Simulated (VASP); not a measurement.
Write the native input for VASP 6.6.1 that does the following.

* Task: single point
* Functional: PBEsol
* Potentials or basis: VASP PAW PBE potentials, release 64 (Hf_pv, O)
* Cutoff: 520 eV
* k mesh: 6 × 6 × 6
* Occupations: gaussian, width 0.01 eV
* Spin: no spin polarisation
* Dipole correction: no
* Further INCAR settings: ALGO = Normal; EDIFF = 1e-06; NBANDS = 56

The structure of HfO2 lies in POSCAR:

```
HfO2
1.0
    5.0959283737      0.0000000000     -0.0127878259
    0.0000000000      5.1767655687      0.0000000000
   -0.8679873926      0.0000000000      5.1992136784
Hf O
4 8
Direct
    0.2771437149      0.0429726245      0.2081742040
    0.7228562851      0.5429726245      0.2918257960
    0.7228562851      0.9570273755      0.7918257960
    0.2771437149      0.4570273755      0.7081742040
    0.4471517093      0.7581645585      0.4799676209
    0.5528482907      0.2581645585      0.0200323791
    0.5528482907      0.2418354415      0.5200323791
    0.4471517093      0.7418354415      0.9799676209
    0.0711582390      0.3372019836      0.3409903151
    0.9288417610      0.8372019836      0.1590096849
    0.9288417610      0.6627980164      0.6590096849
    0.0711582390      0.1627980164      0.8409903151
```

One way to write it, as run:

INCAR

```
PREC     = Accurate       # precision mode
ENCUT    = 520            # plane-wave cutoff, eV
EDIFF    = 1E-6           # SCF threshold, eV
ISMEAR   = 0              # smearing method
SIGMA    = 0.01           # smearing width, eV
LREAL    = F              # projectors in reciprocal space
LASPH    = T              # aspherical terms in the spheres
NELM     = 100            # most SCF steps
ALGO     = Normal         # electronic algorithm
ISIF     = 2              # what is computed and relaxed
LWAVE    = F              # write WAVECAR
LCHARG   = F              # write CHGCAR
GGA      = PS             # functional
NBANDS   = 56             # bands
```

KPOINTS

```
regular mesh
0
Gamma
  6 6 6
```

Potentials or basis: VASP PAW PBE potentials, release 64 (Hf_pv, O).

Launch:

```sh
$ cat potpaw_PBE.64/Hf_pv/POTCAR potpaw_PBE.64/O/POTCAR > POTCAR
$ mpirun -np 1 vasp_std > vasp.out
```

Results of the run:

```json
{
  "Pressure": "-3.0 GPa",
  "Largest force": "0.072 eV/Å",
  "Band gap on the k mesh": "3.93 eV (least direct gap 4.03 eV)"
}
```

Caveat: the cell stands under tension; the PAW data sets were made with another functional, which shifts forces and pressure a little; spin-orbit coupling is left out, which moves the levels of the heavy elements.

Run time: 7 min on 1 thread of AMD EPYC 9R45 96-Core Processor (Zen 5), on a shared host, peak memory 0.51 GiB.
